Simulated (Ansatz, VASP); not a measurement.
**One calculation of TiAl, two programs**

INCAR

```
SYSTEM = TiAl
ALGO = Fast ; EDIFF = 1E-6
ENCUT = 520 ; GGA = CA
ISIF = 2 ; ISMEAR = 0
LASPH = .True. ; LCHARG = .False.
LREAL = .False. ; LWAVE = .False.
NBANDS = 14 ; NELM = 100
PREC = Accurate ; SIGMA = 0.15
```

The input KPOINTS:

```
k-points
0
Gamma
  16 16 16
  0 0 0
```

Contents of POSCAR:

```
TiAl
1.0
    3.3365814123      0.0000000000      0.0000000000
    0.0000000000      3.3365814123      0.0000000000
    0.0000000000      0.0000000000      2.9852393896
Ti Al
1 1
Direct
    0.0000000000      0.0000000000      0.0000000000
    0.5000000000      0.5000000000      0.5000000000
```

Input for Ansatz:

```yaml
crystal:
  lattice:
    - [3.3365814123, 0.0, 0.0]
    - [0.0, 3.3365814123, 0.0]
    - [0.0, 0.0, 2.9852393896]
  atoms:
    - { symbol: Ti, position: [0.0, 0.0, 0.0] }
    - { symbol: Al, position: [0.5, 0.5, 0.5] }
basis:
  ecutwfc: 520.0
kpoints:
  mp_grid: { grid: [16, 16, 16] }
hamiltonian:
  xc: lda
  pseudopotentials: { kind: paw, azcp: { folder: soft_1 } }
scf:
  occupations: { method: gaussian, width: 0.15 }
output:
  forces: true
  stress: true
  eigenvalues: true
```

Alike in both runs: task single point; functional LDA; k mesh 16 × 16 × 16; occupations gaussian, width 0.15 eV; no spin polarisation.

|  | VASP | Ansatz |
| --- | --- | --- |
| version | VASP 6.6.1 | Ansatz 0.2.0 |
| potentials or method | VASP PAW LDA potentials, release 64 (Ti_sv, Al), cutoff 520 eV | scalar-relativistic, plane waves, PAW |
| valence electrons in the cell | 15 | 15 |

VASP gave:

| Property | Result |
| --- | --- |
| gap on the k mesh at the Fermi level (eV) | none |
| pressure (GPa) | -8.5 |
| traceless stress, the component that is largest in VASP (GPa) | -1.48 |

Estimate Ansatz's values.

gap on the k mesh at the Fermi level (eV): none; pressure (GPa): -8.7; traceless stress, the component that is largest in VASP (GPa): -1.47.

Ansatz warns that its potentials were made for another functional, while VASP's fit it. LDA's correlation is that of Perdew and Zunger in VASP and of Perdew and Wang (1992) in Ansatz. A gap of «none» marks a metal or a gap that the smearing closes.
